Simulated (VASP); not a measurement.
# NaF (I4/mmm) in VASP: further runs

Runs on NaF. Level: PBEsol. Tasks: single point.

All numbers are computed with VASP 6.6.1; they aren't measurements. Logs are shortened: lines on timing, memory, paths and dates and some standing lists are left out, and cuts for length are marked.

### 1 The cell of the first run

It takes space group I4/mmm (No. 139, tetragonal). Conventional cell: a = 3.286 Å, b = 3.286 Å, c = 4.554 Å, α = 90.00°, β = 90.00°, γ = 90.00°. Na (site symmetry 4/mmm) has 6 F at 2.28 to 2.32 Å within 3.0 Å. Within 3.0 Å of F (site symmetry 4/mmm) lie 6 Na at 2.28 to 2.32 Å.

### 2 Single point, PBEsol (strain -0.0200 x Voigt [0, 0, 1, 0, 0, 0])

Contents of INCAR:

```
SYSTEM = NaF
PREC = Accurate
ENCUT = 520
EDIFF = 1E-6
ISMEAR = 0
SIGMA = 0.05
LREAL = .False.
LASPH = .True.
NELM = 60
ALGO = Normal
ISIF = 2
LWAVE = .False.
LCHARG = .False.
GGA = PS
NBANDS = 14
```

Contents of KPOINTS:

```
regular mesh
0
Gamma
  8 8 8
  0 0 0
```

Contents of POSCAR:

```
NaF
1.0
    0.0000000000      2.3233000000      2.2768340000
    2.3233000000      0.0000000000      2.2768340000
    2.3233000000      2.3233000000      0.0000000000
Na F
1 1
Direct
    0.0000000000      0.0000000000      0.0000000000
    0.5000000000      0.5000000000      0.5000000000
```

Potentials or basis: VASP PAW PBE potentials, release 64 (Na_pv, F).

The run is started by

```sh
> cat potpaw_PBE.64/Na_pv/POTCAR potpaw_PBE.64/F/POTCAR > POTCAR
> mpirun -np 1 vasp_std > vasp.out
```

OUTCAR:

```text
SYSTEM = NaF
   PREC = Accurate
   ENCUT = 520
   EDIFF = 1E-6
   ISMEAR = 0
   LREAL = .False.
   LASPH = .True.
   NELM = 60
   ISIF = 2
   GGA = PS

 ion  position               nearest neighbor table
   1  0.000  0.000  0.000-   2 2.28   2 2.28   2 2.32   2 2.32   2 2.32   2 2.32
   2  0.500  0.500  0.500-   1 2.28   1 2.28   1 2.32   1 2.32   1 2.32   1 2.32

  LATTYP: Found a body centered tetragonal cell.
 ALAT       =     3.2856423695
 C/A-ratio  =     1.3859292911

  Lattice vectors:

 A1 = (   0.0000000000,  -2.3233000000,  -2.2768340000)
 A2 = (   0.0000000000,   2.3233000000,  -2.2768340000)
 A3 = (   2.3233000000,   0.0000000000,   2.2768340000)

Analysis of symmetry for initial positions (statically):
=====================================================================
 Subroutine PRICEL returns:
 Original cell was already a primitive cell.

 Routine SETGRP: Setting up the symmetry group for a
 body centered tetragonal supercell.

 Subroutine GETGRP returns: Found 16 space group operations
 (whereof 16 operations were pure point group operations)
 out of a pool of 16 trial point group operations.

The static configuration has the point symmetry D_4h.

Analysis of symmetry for dynamics (positions and initial velocities):
=====================================================================
 Subroutine PRICEL returns:
 Original cell was already a primitive cell.

 Routine SETGRP: Setting up the symmetry group for a
 body centered tetragonal supercell.

 Subroutine GETGRP returns: Found 16 space group operations
 (whereof 16 operations were pure point group operations)
 out of a pool of 16 trial point group operations.

The dynamic configuration has the point symmetry D_4h.

 Subroutine INISYM returns: Found 16 space group operations
 (whereof 16 operations are pure point group operations),
 and found     1 'primitive' translations

----------------------------------------------------------------------------------------

                                     Primitive cell

  volume of cell :      24.5794

  direct lattice vectors                    reciprocal lattice vectors
     0.000000000  2.323300000  2.276834000    -0.215211122  0.215211122  0.219603186
     2.323300000  0.000000000  2.276834000     0.215211122 -0.215211122  0.219603186
     2.323300000  2.323300000  0.000000000     0.215211122  0.215211122 -0.219603186

  length of vectors
     3.252951883  3.252951883  3.285642369     0.375309490  0.375309490  0.375309490

  position of ions in fractional coordinates (direct lattice)
[... 91 lines left out ...]
   NUPDOWN=      -1.0000    fix difference up-down
   EMIN   =  10.00;   EMAX   =-10.00  energy-range for DOS
   EFERMI =   0.00;   METHOD = LEGACY
   ISMEAR =     0;   SIGMA  =   0.05  broadening in eV -4-tet -1-fermi 0-gaus
   EFERMI_NEDOS =   21; number of points for ismear=-14 and -15
   IALGO  =     38    algorithm
   IMIX   =      4    mixing-type and parameters
     AMIX     =   0.40;   BMIX     =  1.00
     AMIX_MAG =   1.60;   BMIX_MAG =  1.00
  volume/ion in A,a.u.               =      12.29        82.94
  Fermi-wavevector in a.u.,A,eV,Ry     =   1.357043  2.564439 25.056013  1.841565
  Thomas-Fermi vector in A             =   2.483995
   LORBIT       =      0    0 simple, 1 ext, 2 COOP (PROOUT), +10 PAW based schemes
   GGA     = PS    functional components
   LHFCALC =     F    Hartree Fock is set to
   AEXX    =    0.0000 exact exchange contribution
   IVDW    =     0    specifies the selected vdW correction
   LEPSILON=     F    determine dielectric tensor
   LRPA    =     F    only Hartree local field effects (RPA)
 non-spin polarized calculation
 Gauss-broadening in eV      SIGMA  =   0.05
  energy-cutoff  :      520.00
  volume of cell :       24.58
 maximum number of plane-waves:       672
   NGX = 13   NGY = 13   NGZ = 13

 number of electron      13.9999985 magnetization

 Free energy of the ion-electron system (eV)
  ---------------------------------------------------
  ext. energy  EPLUGINS =         0.00000000
  ---------------------------------------------------
  free energy    TOTEN  =        -8.76623064 eV

  energy without entropy =       -8.76623064  energy(sigma->0) =       -8.76623064

 E-fermi :  -1.7916     XC(G=0):  -9.3939

 val. band max:       -2.1241871928   @ k =   0.0000   0.0000   0.0000
 cond. band min:       4.0983145569   @ k =   0.0000   0.0000   0.0000
 fundamental gap:      6.2225017497
 Fermi energy:        -1.7916244506

 k-point     1 :       0.0000    0.0000    0.0000
  band No.  band energies     occupation
      1     -21.2025      2.00000
      2     -20.8589      2.00000
      3     -20.8589      2.00000
      4     -20.8530      2.00000
      5      -2.1247      2.00000
      6      -2.1242      2.00000
      7      -2.1242      2.00000
      8       4.0983      0.00000
      9      16.7575      0.00000
     10      16.7575      0.00000
     11      16.9049      0.00000
     12      19.5149      0.00000
     13      21.6185      0.00000
     14      22.2117      0.00000
[... 377 lines left out ...]
      1     -21.6605      2.00000
      2     -20.8796      2.00000
      3     -20.8736      2.00000
      4     -20.2784      2.00000
      5      -3.3889      2.00000
      6      -2.4162      2.00000
      7      -2.3612      2.00000
      8       7.3612      0.00000
      9      11.7754      0.00000
     10      16.9038      0.00000
     11      17.6555      0.00000
     12      18.8887      0.00000
     13      22.0495      0.00000
     14      23.7397      0.00000

 [... further k-points ...]

------------------------ aborting loop because EDIFF is reached ----------------------------------------

  FORCE on cell =-STRESS in cart. coord.  units (eV):
  Direction    XX          YY          ZZ          XY          YZ          ZX
  --------------------------------------------------------------------------------------
  -------------------------------------------------------------------------------------
  Total       -0.0294474     -0.0294474      0.2515100      0.0000000      0.0000000     -0.0000000
  in kB       -1.9194869     -1.9194869     16.3943351      0.0000000      0.0000000     -0.0000000
  external PRESSURE =       4.1851204 kB  Pullay stress =       0.0000000 kB

 VOLUME and BASIS-vectors are now :
 -----------------------------------------------------------------------------
  energy-cutoff  :      520.00
  volume of cell :       24.58
      direct lattice vectors                 reciprocal lattice vectors
     0.000000000  2.323300000  2.276834000    -0.215211122  0.215211122  0.219603186
     2.323300000  0.000000000  2.276834000     0.215211122 -0.215211122  0.219603186
     2.323300000  2.323300000  0.000000000     0.215211122  0.215211122 -0.219603186

 POSITION                                       TOTAL-FORCE (eV/Angst)
 -----------------------------------------------------------------------------------
      0.00000      0.00000      0.00000         0.000000      0.000000      0.000000
      2.32330      2.32330      2.27683         0.000000      0.000000      0.000000
 -----------------------------------------------------------------------------------
    total drift:                                0.000000     -0.000000      0.000000

  FREE ENERGIE OF THE ION-ELECTRON SYSTEM (eV)
  ---------------------------------------------------
  free  energy   TOTEN  =        -8.7662306378 eV

  energy  without entropy=       -8.7662306378  energy(sigma->0) =       -8.76623064
```

stdout:

```text
POSCAR found type information on POSCAR NaF
 POSCAR found :  2 types and       2 ions
 scaLAPACK will be used
 -----------------------------------------------------------------------------
|                                                                             |
|                                                                             |
|     You enforced a specific xc type in the INCAR file but a different       |
|     I HOPE YOU KNOW WHAT YOU ARE DOING!                                     |
|                                                                             |
 -----------------------------------------------------------------------------

 LDA part: xc-table for (Slater+PW92), standard interpolation
 POSCAR, INCAR and KPOINTS ok, starting setup
 FFT: planning ... GRIDC
 FFT: planning ... GRID_SOFT
 FFT: planning ... GRID
 WAVECAR not read
 entering main loop
```

It took 8.5 s on 1 thread of Intel Xeon Platinum 8124M at 3.00GHz (Skylake/Cascade Lake), shared host; peak memory 0.14 GiB.

Results:

```
Free energy            : -8.7662 eV
Pressure               : 0.4 GPa
Band gap on the k mesh : 6.22 eV
```

Stress tensor (GPa, compression positive):
```
-0.19  0.00  0.00
 0.00 -0.19  0.00
 0.00  0.00  1.64
```

Caveat: the cell differs from its parent crystal (strain -0.0200 x Voigt [0, 0, 1, 0, 0, 0]); the PAW data sets were made with another functional, which shifts forces and pressure a little.

### 3 Single point, PBEsol (strain -0.0100 x Voigt [0, 0, 1, 0, 0, 0])

Edit INCAR of step 2 so:

```diff
@@ -8,3 +8,3 @@
 LASPH = .True.
-NELM = 60
+NELM = 80
 ALGO = Normal
```

Contents of KPOINTS:

```
Automatic mesh
0
Gamma
  8 8 8
  0 0 0
```

Contents of POSCAR:

```
NaF
1.0
    0.0000000000      2.3233000000      2.3000670000
    2.3233000000      0.0000000000      2.3000670000
    2.3233000000      2.3233000000      0.0000000000
Na F
1 1
Direct
    0.0000000000      0.0000000000      0.0000000000
    0.5000000000      0.5000000000      0.5000000000
```

Potentials or basis: VASP PAW PBE potentials, release 64 (Na_pv, F).

The run is started by

```sh
> cat potpaw_PBE.64/Na_pv/POTCAR potpaw_PBE.64/F/POTCAR > POTCAR
> mpirun -np 1 vasp_std > vasp.out
```

Wall time 8.1 s (1 thread of Intel Xeon Platinum 8124M at 3.00GHz (Skylake/Cascade Lake), shared host); peak memory 0.14 GiB.

The run converged. Its results:

| Item | Value |
| --- | --- |
| Free energy | -8.7683 eV |
| Pressure | -0.1 GPa |
| Band gap on the k mesh | 6.17 eV |

Stress tensor (GPa, compression positive):
```
-0.42  0.00  0.00
 0.00 -0.42  0.00
 0.00  0.00  0.43
```

Levels at points of the mesh, in eV from the valence-band top:
```tsv
k point	band 3	band 4	band 5	band 6	band 7	band 8	band 9	band 10	band 11	band 12
(0.00, 0.00, 0.00)	-18.76	-18.76	0.00	0.00	0.00	6.17	18.83	18.83	18.91	21.54
(0.50, 0.00, 0.00)	-18.77	-18.01	-1.62	-0.26	-0.26	10.62	12.35	19.91	20.10	22.76
(0.50, 0.50, 0.00)	-18.82	-18.80	-1.29	-0.42	-0.42	13.04	13.08	13.57	19.59	19.59
(0.50, 0.00, 0.50)	-18.82	-18.80	-1.31	-0.41	-0.40	12.95	13.13	13.53	19.66	19.76
```

Caveat: the cell differs from its parent crystal (strain -0.0100 x Voigt [0, 0, 1, 0, 0, 0]); the PAW data sets were made with another functional, which shifts forces and pressure a little.

### 4 Single point, PBEsol (strain -0.0150 x Voigt [0, 0, 1, 0, 0, 0])

Contents of INCAR:

```
PREC = Accurate
ENCUT = 520
EDIFF = 1E-6
ISMEAR = 0
SIGMA = 0.05
LREAL = F
LASPH = T
NELM = 60
ALGO = Normal
ISIF = 2
LWAVE = F
LCHARG = F
GGA = PS
NBANDS = 14
```

Contents of KPOINTS:

```
Automatic mesh
0
Gamma
  8 8 8
```

Contents of POSCAR:

```
NaF
1.0
    0.0000000000      2.3233000000      2.2884505000
    2.3233000000      0.0000000000      2.2884505000
    2.3233000000      2.3233000000      0.0000000000
Na F
1 1
Direct
    0.0000000000      0.0000000000      0.0000000000
    0.5000000000      0.5000000000      0.5000000000
```

The run is started by

```sh
> cat potpaw_PBE.64/Na_pv/POTCAR potpaw_PBE.64/F/POTCAR > POTCAR
> mpirun -np 1 vasp_std > vasp.out
```

Wall time 7.9 s (1 thread of Intel Xeon Platinum 8124M at 3.00GHz (Skylake/Cascade Lake), shared host); peak memory 0.14 GiB.

Results (log left out):

| Quantity | Value |
| --- | --- |
| Free energy | -8.7675 eV |
| Pressure | 0.1 GPa |
| Band gap on the k mesh | 6.20 eV |

Stress tensor (GPa, compression positive):
```
-0.30  0.00  0.00
 0.00 -0.30  0.00
 0.00  0.00  1.01
```

Levels at points of the mesh, in eV from the valence-band top:
| k point | band 5 | band 6 | band 7 | band 8 | band 9 | band 10 |
| --- | --- | --- | --- | --- | --- | --- |
| (0.00, 0.00, 0.00) | 0.00 | 0.00 | 0.00 | 6.20 | 18.86 | 18.86 |
| (0.50, 0.00, 0.00) | -1.63 | -0.27 | -0.26 | 10.65 | 12.39 | 19.91 |
| (0.50, 0.50, 0.00) | -1.29 | -0.43 | -0.43 | 13.02 | 13.17 | 13.64 |
| (0.50, 0.00, 0.50) | -1.32 | -0.42 | -0.39 | 12.97 | 13.17 | 13.58 |

Caveat: the cell differs from its parent crystal (strain -0.0150 x Voigt [0, 0, 1, 0, 0, 0]); the PAW data sets were made with another functional, which shifts forces and pressure a little.

### 5 Summary

| cell | gap on the mesh (eV) | pressure (GPa) |
| --- | --- | --- |
| a = 3.253, b = 3.253, c = 3.286 Å, angles 59.7, 59.7, 60.7°, 2 atoms | 6.22 | 0.4 |
| a = 3.269, b = 3.269, c = 3.286 Å, angles 59.8, 59.8, 60.3°, 2 atoms | 6.17 | -0.1 |
| a = 3.261, b = 3.261, c = 3.286 Å, angles 59.8, 59.8, 60.5°, 2 atoms | 6.20 | 0.1 |

Alike in all rows: task single point; level PBEsol; potentials or basis VASP PAW PBE potentials, release 64 (Na_pv, F); no spin polarisation; k mesh 8 × 8 × 8; cutoff (eV) 520; smearing gaussian 0.05 eV.

Caveats: the PAW data sets were made with another functional, which shifts forces and pressure a little.

Absolute energies hang on the potentials; compare differences alone.
